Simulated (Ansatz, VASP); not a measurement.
**SiO2 in VASP and in Ansatz**

```
Si O
1.0
     4.97559    0.00000    0.00000
     0.00000    4.97559    0.00000
     0.00000    0.00000    6.90089
Si O
4 8
Direct
  0.80325 0.80325 0.50000
  0.69675 0.30325 0.25000
  0.30325 0.69675 0.75000
  0.19675 0.19675 0.00000
  0.76176 0.11039 0.43204
  0.88961 0.23824 0.06796
  0.11039 0.76176 0.56796
  0.26176 0.38961 0.81796
  0.23824 0.88961 0.93204
  0.73824 0.61039 0.31796
  0.38961 0.26176 0.18204
  0.61039 0.73824 0.68204
```

Alike in both runs: functional r2SCAN; k mesh 6 × 6 × 4; occupations fermi-dirac, width 0.05 eV; no spin polarisation.

|  | VASP | Ansatz |
| --- | --- | --- |
| version | VASP 6.6.1 | Ansatz 0.2.0 |
| potentials or method | VASP PAW PBE potentials, release 64 (Si, O) | Ansatz PAW |
| plane-wave cutoff (eV) | 520 | 500 |
| valence electrons in the cell | 64 | 64 |
| task | single point | band structure |

Ansatz gave:

```
gap on the k mesh at the Fermi level (eV) : 6.35
least direct gap on the mesh (eV)         : 6.35
pressure (GPa)                            : 0.1
rms of the force components (eV/Å)        : 0.014
```

Question: Which values does VASP return?

Answer: gap on the k mesh at the Fermi level (eV): 6.35; least direct gap on the mesh (eV): 6.35; pressure (GPa): 0.3; rms of the force components (eV/Å): 0.010.

VASP's potentials were made for PBE, not for r2SCAN. Atom by atom the forces differ by 0.009 eV/Å (rms over components).
